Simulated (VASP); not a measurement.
A run of VASP 6.6.1:

INCAR

```
SYSTEM = BN
  PREC = Accurate
  ENCUT = 520
  EDIFF = 1E-7
  ISMEAR = 0
  SIGMA = 0.01
  LREAL = .FALSE.
  LASPH = .TRUE.
  NELM = 100
  ALGO = Normal
  ISIF = 2
  LWAVE = .FALSE.
  LCHARG = .FALSE.
  GGA = PE
  IVDW = 12
  NBANDS = 11
```

Contents of KPOINTS:

```
regular mesh
0
G
  12 12 12
  0 0 0
```

The input POSCAR:

```
BN
1.0
    1.2530563198      0.7234524035      3.2939237303
   -1.2530563198      0.7234524035      3.2939237303
    0.0000000000     -1.4469048071      3.2939237303
B N
1 1
Direct
    0.9996973422      0.9996973422      0.9996973422
    0.3327356578      0.3327356578      0.3327356578
```

Potentials or basis: VASP PAW PBE potentials, release 64 (B, N).

Launch:

```bash
$ cat potpaw_PBE.64/B/POTCAR potpaw_PBE.64/N/POTCAR > POTCAR
$ mpirun -np 1 vasp_std > vasp.out
```

Hardware: 1 thread of AMD EPYC 7R43 64-Core Processor (Zen 3) (shared host).

Q: Estimate the wall time of this run.

A: It took 91 s on 1 thread of AMD EPYC 7R43 64-Core Processor (Zen 3), with other jobs on the host, peak memory 0.15 GiB. Counts: scf iterations 14, k points 189.
